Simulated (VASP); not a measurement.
Input of a VASP 6.6.1 run:

The input INCAR:

```
PREC     = Accurate       # precision mode
ENCUT    = 520            # plane-wave cutoff, eV
EDIFF    = 1E-6           # SCF threshold, eV
ISMEAR   = 0              # smearing method
SIGMA    = 0.1            # smearing width, eV
LREAL    = False          # projectors in reciprocal space
LASPH    = True           # aspherical terms in the spheres
NELM     = 60             # most SCF steps
ALGO     = Normal         # electronic algorithm
ISIF     = 2              # what is computed and relaxed
LWAVE    = False          # write WAVECAR
LCHARG   = True           # write CHGCAR
GGA      = CA             # functional
LELF     = True           # ELF
LVHAR    = True         
NBANDS   = 27             # bands
```

The input KPOINTS:

```
Automatic mesh
0
Gamma
  4 4 4
```

POSCAR

```
BaHfO3
1.0
    4.1698367400      0.0000000000      0.0000000000
    0.0000000000      4.1698367400      0.0000000000
    0.0000000000      0.0000000000      4.1698367400
Ba Hf O
1 1 3
Direct
    0.5000000000      0.5000000000      0.5000000000
    0.0000000000      0.0000000000      0.0000000000
    0.0000000000      0.5000000000      0.0000000000
    0.5000000000      0.0000000000      0.0000000000
    0.0000000000      0.0000000000      0.5000000000
```

Potentials or basis: VASP PAW LDA potentials, release 64 (Ba_sv, Hf_pv, O).

The run is started by

```sh
$ cat potpaw_LDA.64/Ba_sv/POTCAR potpaw_LDA.64/Hf_pv/POTCAR potpaw_LDA.64/O/POTCAR > POTCAR
$ mpirun -np 1 vasp_std > vasp.out
```

**Question.** Predict the pressure.

**Answer.** -5.9 GPa.

**Question.** What does it give for the band gap on the k mesh?

**Answer.** 3.41 eV, indirect (least direct gap 3.62 eV).

Caveat: spin-orbit coupling is left out, which moves the levels of the heavy elements. A hybrid or GW would open this gap; LDA tends to underestimate it.
